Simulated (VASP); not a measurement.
# LiSi16 (a cell with a defect) in VASP: notebook, part 2 of 3

VASP 6.6.1. The steps go on from the part before.

**3. Single point, r2SCAN**

File POSCAR:

```
LiSi16
1.0
    0.0000000000      5.4300000000      5.4300000000
    5.4300000000      0.0000000000      5.4300000000
    5.4300000000      5.4300000000      0.0000000000
Si Li
16 1
Direct
    0.0010461359      0.0006726136      0.0007687928
    0.1249890795      0.1250049956      0.1250019797
    0.0010695991      0.0006988735      0.4975038215
    0.1233875460      0.1228110007      0.6269186281
    0.0010358966      0.4975162080      0.0007576127
    0.1233952042      0.6268240866      0.1229410041
   -0.0059278460      0.5019535112      0.5020058369
    0.1233904440      0.6268545034      0.6269059030
    0.4974594140      0.0008061883      0.0008998701
    0.6271954867      0.1228312405      0.1229556028
    0.5026005545     -0.0074192310      0.5024252490
    0.6272233708      0.1228292806      0.6270821120
    0.5025087810      0.5022789298     -0.0070800844
    0.6271836245      0.6269897507      0.1229575107
    0.5025734091      0.5023505078      0.5023957404
    0.6259549028      0.6245431250      0.6248644105
    0.3772993073      0.3738554558      0.3747267001
```

File INCAR.step1:

```
SYSTEM = LiSi16
PREC = Accurate ; ENCUT = 520
ISMEAR = 0 ; SIGMA = 0.02
LREAL = Auto ; LASPH = .True.
NELM = 80 ; NBANDS = 48
NELECT = 66.0 ; GGA = PE
ALGO = Normal ; EDIFF = 1E-4
LWAVE = .True. ; LCHARG = .False.
```

File INCAR.step2:

```
SYSTEM = LiSi16
PREC = Accurate ; ENCUT = 520
EDIFF = 1E-7 ; ISMEAR = 0
SIGMA = 0.02 ; LREAL = Auto
LASPH = .True. ; NELM = 80
ALGO = Normal ; ISIF = 2
LWAVE = .False. ; LCHARG = .True.
METAGGA = R2SCAN ; LMIXTAU = .True.
LELF = .True. ; LVHAR = .True.
NBANDS = 48 ; NELECT = 66.0
ISTART = 1
```

File KPOINTS:

```
regular mesh
0
Gamma
  2 2 2
  0 0 0
```

Potentials or basis: VASP PAW PBE potentials, release 64 (Si, Li_sv).

Run with:

```bash
$ cat potpaw_PBE.64/Si/POTCAR potpaw_PBE.64/Li_sv/POTCAR > POTCAR
$ cp INCAR.step1 INCAR
$ mpirun -np 1 vasp_std > vasp.out
$ cp INCAR.step2 INCAR
$ mpirun -np 1 vasp_std > vasp.out
```

OUTCAR:

```text
SYSTEM = LiSi16
   PREC = Accurate
   ENCUT = 520
   EDIFF = 1E-7
   ISMEAR = 0
   LREAL = Auto
   LASPH = .True.
   NELM = 80
   ISIF = 2
   METAGGA = R2SCAN
   NELECT = 66.0
   ISTART = 1

 ion  position               nearest neighbor table
   1  0.001  0.001  0.001-   2 2.34   6 2.34   4 2.34  10 2.34
   2  0.125  0.125  0.125-   9 2.34   3 2.34   1 2.34   5 2.34
   3  0.001  0.001  0.498-   2 2.34   8 2.34   4 2.34  12 2.34
[... 611 lines left out ...]
  Total       -4.0736852     -4.0776111     -4.0748041      0.0022686     -0.0043755      0.0114581
  in kB      -20.3830216    -20.4026649    -20.3886203      0.0113511     -0.0218931      0.0573317
  external PRESSURE =     -20.3914356 kB  Pullay stress =       0.0000000 kB

 VOLUME and BASIS-vectors are now :
 -----------------------------------------------------------------------------
  energy-cutoff  :      520.00
  volume of cell :      320.21
      direct lattice vectors                 reciprocal lattice vectors
     0.000000000  5.430000000  5.430000000    -0.092081031  0.092081031  0.092081031
     5.430000000  0.000000000  5.430000000     0.092081031 -0.092081031  0.092081031
     5.430000000  5.430000000  0.000000000     0.092081031  0.092081031 -0.092081031

 POSITION                                       TOTAL-FORCE (eV/Angst)
 -----------------------------------------------------------------------------------
      0.00783      0.00986      0.00933        -0.003896     -0.010617     -0.008699
      1.35754      1.35745      1.35747         0.001218     -0.001893     -0.001113
      2.70524      2.70725      0.00960         0.010217      0.003272     -0.009769
      4.07103      4.07416      1.33686        -0.003816      0.002865     -0.004568
      2.70563      0.00974      2.70714         0.008571     -0.010201      0.003864
      4.07122      1.33761      4.07369        -0.001695     -0.006238      0.001956
[... 9 lines left out ...]
      6.78428      6.79195      6.79020         0.005404     -0.008024     -0.004466
      4.06480      4.08350      4.07877        -0.002701      0.007948      0.004598
 -----------------------------------------------------------------------------------
    total drift:                               -0.023900      0.037962      0.020712

  FREE ENERGIE OF THE ION-ELECTRON SYSTEM (eV)
  ---------------------------------------------------
  free  energy   TOTEN  =      -147.8049922788 eV

  energy  without entropy=     -147.8049922788  energy(sigma->0) =     -147.80499228
```

OUTCAR.step1:

```text
SYSTEM = LiSi16
   PREC = Accurate
   ENCUT = 520
   ISMEAR = 0
   LREAL = Auto
   LASPH = .True.
[... 640 lines left out ...]
      4.07122      1.33761      4.07369        -0.002778     -0.000906      0.002908
[... 9 lines left out ...]
      6.78428      6.79195      6.79020         0.003120     -0.004420     -0.002447
      4.06480      4.08350      4.07877         0.017039     -0.025315     -0.013392
 -----------------------------------------------------------------------------------
    total drift:                                0.000067     -0.001806     -0.001082

  FREE ENERGIE OF THE ION-ELECTRON SYSTEM (eV)
  ---------------------------------------------------
  free  energy   TOTEN  =       -93.5137631779 eV

  energy  without entropy=      -93.5137631779  energy(sigma->0) =      -93.51376318
```

OSZICAR.step1:

```text
N       E                     dE             d eps       ncg     rms          rms(c)
DAV:   1     0.174135518619E+03    0.17414E+03   -0.25049E+04   768   0.116E+03
DAV:   2    -0.755897086022E+02   -0.24973E+03   -0.23395E+03   936   0.189E+02
DAV:   3    -0.939909855715E+02   -0.18401E+02   -0.18078E+02  1128   0.431E+01
DAV:   4    -0.950615045691E+02   -0.10705E+01   -0.10603E+01  1208   0.926E+00
DAV:   5    -0.950991174954E+02   -0.37613E-01   -0.37608E-01  1024   0.142E+00    0.142E+01
DAV:   6    -0.939943061017E+02    0.11048E+01   -0.93764E-01   896   0.322E+00    0.871E+00
DAV:   7    -0.934971217785E+02    0.49718E+00   -0.14432E+00   936   0.358E+00    0.112E+00
DAV:   8    -0.935076457626E+02   -0.10524E-01   -0.12273E-01   872   0.128E+00    0.478E-01
DAV:   9    -0.935118567372E+02   -0.42110E-02   -0.11080E-02   928   0.380E-01    0.232E-01
DAV:  10    -0.935131538056E+02   -0.12971E-02   -0.14439E-03   888   0.127E-01    0.116E-01
DAV:  11    -0.935137409561E+02   -0.58715E-03   -0.63674E-04   888   0.916E-02    0.244E-02
DAV:  12    -0.935137631779E+02   -0.22222E-04   -0.44885E-05   560   0.250E-02
   1 F= -.93513763E+02 E0= -.93513763E+02  d E =-.687336E-50
```

Run time: 8.1 min. Hardware: 1 thread of Intel Xeon 6975P-C (Granite Rapids), shared host; peak memory 0.56 GiB.

What came out:

- Free energy: -147.8050 eV
- Largest force: 0.015 eV/Å

Forces in eV/Å, atoms in the order of the input:
```
Si  -0.004 -0.011 -0.009
Si   0.001 -0.002 -0.001
Si   0.010  0.003 -0.010
Si  -0.004  0.003 -0.005
Si   0.009 -0.010  0.004
Si  -0.002 -0.006  0.002
Si   0.001  0.001 -0.001
Si   0.005  0.002  0.003
Si  -0.009  0.007  0.009
Si   0.003  0.000 -0.002
Si  -0.002  0.004  0.008
Si   0.000 -0.005 -0.001
Si  -0.004  0.009  0.003
Si   0.002  0.000 -0.003
Si  -0.008  0.005  0.002
Si   0.005 -0.008 -0.004
Li  -0.003  0.008  0.005
```

Caveat: the k points lie up to 0.50 Å⁻¹ apart; the cell carries a net charge on a neutralising background, which shifts energy and pressure; the cell is charged against a uniform background, so pressure and absolute levels hang on convention; the cutoff is under 1.25 times the usual one of these potentials, so pressure, stress and relaxed cells hold a basis-set (Pulay) error; the PAW data sets were made with another functional, which shifts forces and pressure a little.

(Continued in part 3 of 3.)
